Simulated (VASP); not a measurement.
Write the native input for VASP 6.6.1 that does the following.

| Property | Result |
| --- | --- |
| Task | single point |
| Functional | PBE |
| Potentials or basis | VASP PAW PBE potentials, release 64 (Mg, H) |
| Cutoff | 520 eV |
| k mesh | 4 × 5 × 1 |
| Occupations | gaussian, width 0.1 eV |
| Spin | no spin polarisation |
| Dipole correction | yes |
| Further INCAR settings | ALGO = Normal; EDIFF = 1e-07; NBANDS = 20 |

The structure of Mg4H lies in POSCAR:

```
Mg4H
1.0
    6.4201385733      0.0000000000      0.0000000000
    0.0000000000      5.1379129567      0.0000000000
    0.0000000000      0.0000000000     21.6644777330
Mg H
8 2
Direct
    0.0000000000      0.7500000000      0.1846340378
    0.5000000000      0.7500000000      0.1846340378
    0.2500000000      0.2500000000      0.2274076137
    0.7500000000      0.2500000000      0.2274076137
    0.2500000000      0.7500000000      0.3173234500
    0.7500000000      0.7500000000      0.3173234500
    0.0000000000      0.2500000000      0.3537808678
    0.5000000000      0.2500000000      0.3537808678
    0.6915900458      0.0833333333      0.4188643661
    0.8084099542      0.0833333333      0.4188643661
```

One way to write it, as run:

INCAR

```
SYSTEM = Mg4H
PREC = Accurate
ENCUT = 520
EDIFF = 1E-7
ISMEAR = 0
SIGMA = 0.1
LREAL = .False.
LASPH = .True.
NELM = 80
ALGO = Normal
ISIF = 2
LWAVE = .False.
LCHARG = .True.
LDIPOL = .True.
IDIPOL = 3
DIPOL = 0.5 0.5 0.300
GGA = PE
LELF = .True.
LVHAR = .True.
LVACPOTAV = .True.
NBANDS = 20
```

KPOINTS

```
regular mesh
0
Gamma
  4 5 1
  0 0 0
```

Potentials or basis: VASP PAW PBE potentials, release 64 (Mg, H).

The run is started by

```sh
$ cat potpaw_PBE.64/Mg/POTCAR potpaw_PBE.64/H/POTCAR > POTCAR
$ mpirun -np 1 vasp_std > vasp.out
```

Results of the run:

- Largest force: 1.154 eV/Å
- Band gap on the k mesh: zero (band 9 reaches -1.42 eV, above the bottom of band 10 at -1.95 eV)

It took 3.1 min on 1 thread of AMD EPYC 7R13 Processor (Zen 3), with other jobs on the host, peak memory 0.63 GiB.
